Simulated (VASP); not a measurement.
# ZrTi3C4 (Cmmm) in VASP: single point with r2SCAN

Aim: the single point of ZrTi3C4 with r2SCAN.

Everything below comes from runs of VASP 6.6.1. Logs are shortened: lines on timing, memory, paths and dates and some standing lists are left out, and cuts for length are marked.

**1. The cell of the first run**

The structure is orthorhombic, space group Cmmm (No. 65). The conventional cell has a = 6.273 Å, b = 8.867 Å, c = 3.143 Å, α = 90.00°, β = 90.00°, γ = 90.00°. Zr (site symmetry mmm) has 6 C at 2.27 Å within 3.0 Å. Within 2.9 Å of Ti (site symmetry mmm) lie 6 C at 2.17 Å. Ti (site symmetry 2/m) has 6 C at 2.22 Å within 2.9 Å. C (site symmetry m2m) has 5 Ti at 2.17 to 2.22 Å and 1 Zr at 2.27 Å within 2.9 Å. Within 3.3 Å of C (site symmetry 2mm) lie 4 Ti at 2.17 to 2.22 Å and 2 Zr at 2.27 Å and 12 C at 2.99 to 3.28 Å.

**2. Single point, r2SCAN**

File POSCAR:

```
ZrTi3C4
1.0
    3.1366241757     -4.4337267798      0.0000000000
    3.1366241757      4.4337267798      0.0000000000
    0.0000000000      0.0000000000      3.1431359600
Zr Ti C
1 3 4
Direct
    0.5000000000      0.5000000000      0.0000000000
    0.0000000000      0.0000000000      0.0000000000
    0.0000000000      0.5000000000      0.5000000000
    0.5000000000      0.0000000000      0.5000000000
    0.7555775240      0.2444224760      0.0000000000
    0.2444224760      0.7555775240      0.0000000000
    0.7613630578      0.7613630578      0.5000000000
    0.2386369422      0.2386369422      0.5000000000
```

File INCAR.step1:

```
  PREC = Accurate
  ENCUT = 520
  ISMEAR = 0
  SIGMA = 0.1
  LREAL = False
  LASPH = True
  NELM = 100
  NBANDS = 42
  GGA = PE
  ALGO = Normal
  EDIFF = 1E-4
  LWAVE = True
  LCHARG = False
```

File INCAR.step2:

```
  PREC = Accurate
  ENCUT = 520
  EDIFF = 1E-6
  ISMEAR = 0
  SIGMA = 0.1
  LREAL = False
  LASPH = True
  NELM = 100
  ALGO = Normal
  ISIF = 2
  LWAVE = False
  LCHARG = True
  METAGGA = R2SCAN
  LMIXTAU = True
  LELF = True
  LVHAR = True
  NBANDS = 42
  ISTART = 1
```

File KPOINTS:

```
Automatic mesh
0
Gamma
  8 8 12
```

Potentials or basis: VASP PAW PBE potentials, release 64 (Zr_sv, Ti_sv, C).

The run is started by

```sh
$ cat potpaw_PBE.64/Zr_sv/POTCAR potpaw_PBE.64/Ti_sv/POTCAR potpaw_PBE.64/C/POTCAR > POTCAR
$ cp INCAR.step1 INCAR
$ mpirun -np 1 vasp_std > vasp.out
$ cp INCAR.step2 INCAR
$ mpirun -np 1 vasp_std > vasp.out
```

OUTCAR:

```text
PREC = Accurate
   ENCUT = 520
   EDIFF = 1E-6
   ISMEAR = 0
   LREAL = False
   LASPH = True
   NELM = 100
   ISIF = 2
   METAGGA = R2SCAN
   ISTART = 1

 ion  position               nearest neighbor table
   1  0.500  0.500  0.000-   5 2.27   6 2.27   7 2.27   8 2.27   7 2.27   8 2.27   2 3.14   2 3.14
                             4 3.14   3 3.14   4 3.14   4 3.14   4 3.14   3 3.14   3 3.14   3 3.14
   2  0.000  0.000  0.000-   5 2.17   6 2.17   7 2.17   8 2.17   7 2.17   8 2.17   1 3.14   1 3.14

   3  0.000  0.500  0.500-   7 2.22   8 2.22   5 2.22   6 2.22   5 2.22   6 2.22   1 3.14   1 3.14
                             1 3.14   1 3.14
   4  0.500  0.000  0.500-   7 2.22   8 2.22   5 2.22   6 2.22   5 2.22   6 2.22   1 3.14   1 3.14
                             1 3.14   1 3.14
   5  0.756  0.244  0.000-   2 2.17   3 2.22   4 2.22   3 2.22   4 2.22   1 2.27
   6  0.244  0.756  0.000-   2 2.17   3 2.22   4 2.22   3 2.22   4 2.22   1 2.27
   7  0.761  0.761  0.500-   2 2.17   2 2.17   4 2.22   3 2.22   1 2.27   1 2.27
   8  0.239  0.239  0.500-   2 2.17   2 2.17   4 2.22   3 2.22   1 2.27   1 2.27

  LATTYP: Found a base centered orthorhombic cell.
 ALAT       =     6.2732483514
 B/A-ratio  =     1.4135345937
 C/A-ratio  =     0.5010380243

  Lattice vectors:

 A1 = (   3.1366241757,  -4.4337267798,   0.0000000000)
 A2 = (   3.1366241757,   4.4337267798,   0.0000000000)
 A3 = (   0.0000000000,   0.0000000000,   3.1431359600)

Analysis of symmetry for initial positions (statically):
=====================================================================
 Subroutine PRICEL returns:
 Original cell was already a primitive cell.

 Routine SETGRP: Setting up the symmetry group for a
 base centered orthorhombic supercell.

 Subroutine GETGRP returns: Found  8 space group operations
 (whereof  8 operations were pure point group operations)
 out of a pool of  8 trial point group operations.

The static configuration has the point symmetry D_2h.

Analysis of symmetry for dynamics (positions and initial velocities):
=====================================================================
 Subroutine PRICEL returns:
 Original cell was already a primitive cell.

 Routine SETGRP: Setting up the symmetry group for a
 base centered orthorhombic supercell.

 Subroutine GETGRP returns: Found  8 space group operations
 (whereof  8 operations were pure point group operations)
 out of a pool of  8 trial point group operations.

The dynamic configuration has the point symmetry D_2h.

 Subroutine INISYM returns: Found  8 space group operations
 (whereof  8 operations are pure point group operations),
 and found     1 'primitive' translations

----------------------------------------------------------------------------------------

                                     Primitive cell

  volume of cell :      87.4228

  direct lattice vectors                    reciprocal lattice vectors
     3.136624176 -4.433726780  0.000000000     0.159407048 -0.112771947  0.000000000
     3.136624176  4.433726780  0.000000000     0.159407048  0.112771947  0.000000000
     0.000000000  0.000000000  3.143135960     0.000000000  0.000000000  0.318153593

  length of vectors
     5.431053708  5.431053708  3.143135960     0.195264228  0.195264228  0.318153593

  position of ions in fractional coordinates (direct lattice)
     0.500000000  0.500000000  0.000000000
     0.000000000  0.000000000  0.000000000
     0.000000000  0.500000000  0.500000000
     0.500000000  0.000000000  0.500000000
     0.755577524  0.244422476  0.000000000
     0.244422476  0.755577524  0.000000000
     0.761363058  0.761363058  0.500000000
     0.238636942  0.238636942  0.500000000

  ion indices of the primitive-cell ions
   primitive index   ion index
                 1           1
                 2           2
                 3           3
                 4           4
                 5           5
                 6           6
                 7           7
                 8           8

----------------------------------------------------------------------------------------

 KPOINTS: Automatic mesh

Automatic generation of k-mesh.
 Grid dimensions read from file:
 generate k-points for:    8    8   12

 Generating k-lattice:

  Cartesian coordinates                     Fractional coordinates (reciprocal lattice)
     0.019925881 -0.014096493  0.000000000     0.125000000  0.000000000  0.000000000
     0.019925881  0.014096493  0.000000000     0.000000000  0.125000000  0.000000000
     0.000000000  0.000000000  0.026512799     0.000000000  0.000000000  0.083333333

  Length of vectors
     0.024408029  0.024408029  0.026512799

  Shift w.r.t. Gamma in fractional coordinates (k-lattice)
     0.000000000  0.000000000  0.000000000

 Subroutine IBZKPT returns following result:
 ===========================================

 Found    147 irreducible k-points:

 Following reciprocal coordinates:
            Coordinates               Weight
  0.000000  0.000000  0.000000      1.000000
  0.125000 -0.000000  0.000000      4.000000
  0.250000 -0.000000  0.000000      4.000000
  0.375000 -0.000000  0.000000      4.000000
  0.500000 -0.000000  0.000000      2.000000
  0.125000  0.125000  0.000000      2.000000
[... 16 lines left out ...]
  0.125000 -0.000000  0.083333      8.000000
  0.250000 -0.000000  0.083333      8.000000
 [... further k-points ...]
   k-points           NKPTS =    147   k-points in BZ     NKDIM =    147   number of bands    NBANDS=     42
   number of dos      NEDOS =    301   number of ions     NIONS =      8
   total plane-waves  NPLWV =  38400
   dimension x,y,z NGX =    40 NGY =   40 NGZ =   24
   dimension x,y,z NGXF=    80 NGYF=   80 NGZF=   48
   ions per type =               1   3   4
   NGX,Y,Z   is equivalent  to a cutoff of  12.24, 12.24, 12.69 a.u.
   NGXF,Y,Z  is equivalent  to a cutoff of  24.49, 24.49, 25.39 a.u.
 SYSTEM =  unknown system
   PREC   = accura    normal or accurate (medium, high low for compatibility)
   ISTART =      1    job   : 0-new  1-cont  2-samecut
   ICHARG =      0    charge: 1-file 2-atom 10-const
   ISPIN  =      1    spin polarized calculation?
   LNONCOLLINEAR =      F non collinear calculations
   LSORBIT =      F    spin-orbit coupling
   LASPH  =      T    aspherical Exc in radial PAW
   ENCUT  =  520.0 eV  38.22 Ry    6.18 a.u.  10.10 10.10  5.84*2*pi/ulx,y,z
   NELM   =    100;   NELMIN=  2; NELMDL=  0     # of ELM steps
   EDIFF  = 0.1E-05   stopping-criterion for ELM
   LREAL  =      F    real-space projection
   EDIFFG = 0.1E-04   stopping-criterion for IOM
   NSW    =      0    number of steps for IOM
   IBRION =     -1    ionic relax: 0-MD 1-quasi-New 2-CG
   NFREE  =      0    steps in history (QN), initial steepest desc. (CG)
   ISIF   =      2    stress and relaxation
   ISYM   =      2    0-nonsym 1-usesym 2-fastsym
   POTIM  = 0.5000    time-step for ionic-motion
   TEBEG  =    0.0;   TEEND  =   0.0 temperature during run
   PSTRESS=    0.0 pullay stress
   NELECT =      64.0000    total number of electrons
   NUPDOWN=      -1.0000    fix difference up-down
   EMIN   =  10.00;   EMAX   =-10.00  energy-range for DOS
   EFERMI =   0.00;   METHOD = LEGACY
   ISMEAR =     0;   SIGMA  =   0.10  broadening in eV -4-tet -1-fermi 0-gaus
   EFERMI_NEDOS =   21; number of points for ismear=-14 and -15
   IALGO  =     38    algorithm
   IMIX   =      4    mixing-type and parameters
     AMIX     =   0.40;   BMIX     =  1.00
     AMIX_MAG =   1.60;   BMIX_MAG =  1.00
  volume/ion in A,a.u.               =      10.93        73.74
  Fermi-wavevector in a.u.,A,eV,Ry     =   1.475457  2.788210 29.619531  2.176974
  Thomas-Fermi vector in A             =   2.590104
   LORBIT       =      0    0 simple, 1 ext, 2 COOP (PROOUT), +10 PAW based schemes
   METAGGA = R2SCAN    functional components
   LHFCALC =     F    Hartree Fock is set to
   AEXX    =    0.0000 exact exchange contribution
   IVDW    =     0    specifies the selected vdW correction
   LEPSILON=     F    determine dielectric tensor
   LRPA    =     F    only Hartree local field effects (RPA)
 non-spin polarized calculation
 Gauss-broadening in eV      SIGMA  =   0.10
  energy-cutoff  :      520.00
  volume of cell :       87.42
 maximum number of plane-waves:      2388
   NGX = 21   NGY = 21   NGZ = 11

 number of electron      63.9999995 magnetization

 Free energy of the ion-electron system (eV)
  ---------------------------------------------------
  ext. energy  EPLUGINS =         0.00000000
  ---------------------------------------------------
  free energy    TOTEN  =      -108.86369937 eV

  energy without entropy =     -108.85812834  energy(sigma->0) =     -108.86091386

 E-fermi :   9.4780     XC(G=0): -13.3651

 val. band max:        9.4552388713   @ k =   0.5000   0.3750   0.5000
 cond. band min:       9.4785440693   @ k =  -0.2500   0.1250   0.0000
 fundamental gap:      0.0233051980
 Fermi energy:         9.4780385981

 k-point     1 :       0.0000    0.0000    0.0000
  band No.  band energies     occupation
      1     -49.6788      2.00000
      2     -49.6576      2.00000
      3     -49.4164      2.00000
      4     -39.9714      2.00000
      5     -25.0577      2.00000
      6     -24.9443      2.00000
[... 34 lines left out ...]
     41      12.7519      0.00000
     42      12.8425      0.00000

 k-point     2 :       0.1250   -0.0000    0.0000
  band No.  band energies     occupation
      1     -49.6779      2.00000
      2     -49.6583      2.00000
      3     -49.4166      2.00000
      4     -39.9715      2.00000
      5     -25.0476      2.00000
      6     -24.9409      2.00000
[... 979 lines left out ...]
     41      12.6921      0.00000
     42      12.8495      0.00000

 k-point    24 :       0.2500   -0.0000    0.0833
  band No.  band energies     occupation
      1     -49.6740      2.00000
      2     -49.6592      2.00000
      3     -49.4160      2.00000
      4     -39.9670      2.00000
      5     -25.0151      2.00000
      6     -24.9309      2.00000
[... 34 lines left out ...]
     41      12.7063      0.00000
     42      13.1858      0.00000

 [... further k-points ...]

------------------------ aborting loop because EDIFF is reached ----------------------------------------

  FORCE on cell =-STRESS in cart. coord.  units (eV):
  Direction    XX          YY          ZZ          XY          YZ          ZX
  --------------------------------------------------------------------------------------
  -------------------------------------------------------------------------------------
  Total        0.1100279      0.0862897      0.0522293      0.0000000      0.0000000      0.0000000
  in kB        2.0164573      1.5814126      0.9571955      0.0000000      0.0000000      0.0000000
  external PRESSURE =       1.5183551 kB  Pullay stress =       0.0000000 kB

 VOLUME and BASIS-vectors are now :
 -----------------------------------------------------------------------------
  energy-cutoff  :      520.00
  volume of cell :       87.42
      direct lattice vectors                 reciprocal lattice vectors
     3.136624176 -4.433726780  0.000000000     0.159407048 -0.112771947  0.000000000
     3.136624176  4.433726780  0.000000000     0.159407048  0.112771947  0.000000000
     0.000000000  0.000000000  3.143135960     0.000000000  0.000000000  0.318153593

 POSITION                                       TOTAL-FORCE (eV/Angst)
 -----------------------------------------------------------------------------------
      3.13662      0.00000      0.00000         0.000000     -0.000000     -0.000000
      0.00000      0.00000      0.00000         0.000000     -0.000000     -0.000000
      1.56831      2.21686      1.57157         0.000000     -0.000000     -0.000000
      1.56831     -2.21686      1.57157         0.000000     -0.000000     -0.000000
      3.13662     -2.26632      0.00000         0.000000      0.015447     -0.000000
      3.13662      2.26632      0.00000         0.000000     -0.015447      0.000000
      4.77622      0.00000      1.57157        -0.028675     -0.000000      0.000000
      1.49703      0.00000      1.57157         0.028675     -0.000000     -0.000000
 -----------------------------------------------------------------------------------
    total drift:                                0.000000      0.000000     -0.000000

  FREE ENERGIE OF THE ION-ELECTRON SYSTEM (eV)
  ---------------------------------------------------
  free  energy   TOTEN  =      -108.8636993737 eV

  energy  without entropy=     -108.8581283429  energy(sigma->0) =     -108.86091386
```

Wall time 24 min (1 thread of Oxide Virtual Turin-like, shared host); peak memory 0.5 GiB.

Results:

```
Free energy            : -108.8637 eV
Pressure               : 0.2 GPa
Largest force          : 0.029 eV/Å
Band gap on the k mesh : zero (bands 32 and 33 overlap by 1.33 eV)
```

Forces on the atoms (eV/Å):
```
Zr   0.000  0.000  0.000
Ti   0.000  0.000  0.000
Ti   0.000  0.000  0.000
Ti   0.000  0.000  0.000
C    0.000  0.015  0.000
C    0.000 -0.015  0.000
C   -0.029  0.000  0.000
C    0.029  0.000  0.000
```

Stress tensor (GPa, compression positive):
```
0.20 0.00 0.00
0.00 0.16 0.00
0.00 0.00 0.10
```

Caveat: the PAW data sets were made with another functional, which shifts forces and pressure a little.

The gap in the log of VASP goes by the Fermi energy; the results here count the filled bands.